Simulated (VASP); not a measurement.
A run of VASP 6.6.1:

Contents of INCAR:

```
PREC     = Accurate       # precision mode
ENCUT    = 520            # plane-wave cutoff, eV
EDIFF    = 1E-7           # SCF threshold, eV
ISMEAR   = 0              # smearing method
SIGMA    = 0.01           # smearing width, eV
LREAL    = F              # projectors in reciprocal space
LASPH    = T              # aspherical terms in the spheres
NELM     = 60             # most SCF steps
ALGO     = Normal         # electronic algorithm
ISIF     = 2              # what is computed and relaxed
LWAVE    = F              # write WAVECAR
LCHARG   = F              # write CHGCAR
IBRION   = 2              # ionic algorithm
NSW      = 80             # ionic steps
EDIFFG   = -5E-4          # ionic threshold
```

KPOINTS

```
regular mesh
0
Gamma
  10 10 10
```

The input POSCAR:

```
Si
1.0
    0.0067524338      2.7009735042      2.7009735042
    2.7009735042      0.0067524338      2.7009735042
    2.7077259380      2.7077259380      0.0000000000
Si
2
Direct
    0.0000000000      0.0000000000      0.0000000000
    0.2500000000      0.2500000000      0.2500000000
```

Potentials or basis: VASP PAW LDA potentials, release 64 (Si).

Launch:

```sh
$ cat potpaw_LDA.64/Si/POTCAR > POTCAR
$ mpirun -np 1 vasp_std > vasp.out
```

Hardware: 1 thread of Oxide Virtual Turin-like Processor, on a shared host.

Problem. How long does it take, and how much memory?

Solution. Run time: 83 s on 1 thread of Oxide Virtual Turin-like Processor, with other jobs on the host, peak memory 0.13 GiB. Counts: scf iterations 20, k points 171, ion steps 3.
